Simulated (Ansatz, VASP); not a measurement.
## BAs in VASP and in Ansatz

```xyz
2
Lattice="0.0000 2.3082 2.2121 2.3082 0.0000 2.2121 2.3082 2.3082 0.0000" Properties=species:S:1:pos:R:3 pbc="T T T"
B     0.0000    0.0000    0.0000
As    3.4624    3.4624    3.3181
```

Change from the starting cell: strain -0.040 along x and y, -0.080 along z, atoms carried along.

Alike in both runs: task single point; functional PBE; k mesh 10 × 10 × 10; occupations gaussian, width 0.05 eV; no spin polarisation.

|  | VASP | Ansatz |
| --- | --- | --- |
| version | VASP 6.6.1 | Ansatz 0.2.0 |
| potentials or method | VASP PAW PBE potentials, release 64 (B, As), cutoff 520 eV | scalar-relativistic, plane waves, PAW |
| valence electrons in the cell | 8 | 18 |

|  | VASP | Ansatz | Ansatz less VASP |
| --- | --- | --- | --- |
| gap on the k mesh at the Fermi level (eV) | 0.33 | 0.34 | +0.011 |
| least direct gap on the mesh (eV) | 3.02 | 3.03 | +0.002 |
| pressure (GPa) | 31.6 | 30.3 | -1.30 |
| traceless stress, the component that is largest in VASP (GPa) | 5.98 | 6.04 | +0.058 |

Both programs put the cell under a high pressure, so it lies far from rest at this level. VASP's potentials hold 8 valence electrons a cell and Ansatz's 18, so a difference there can come from the potentials and not from the codes.
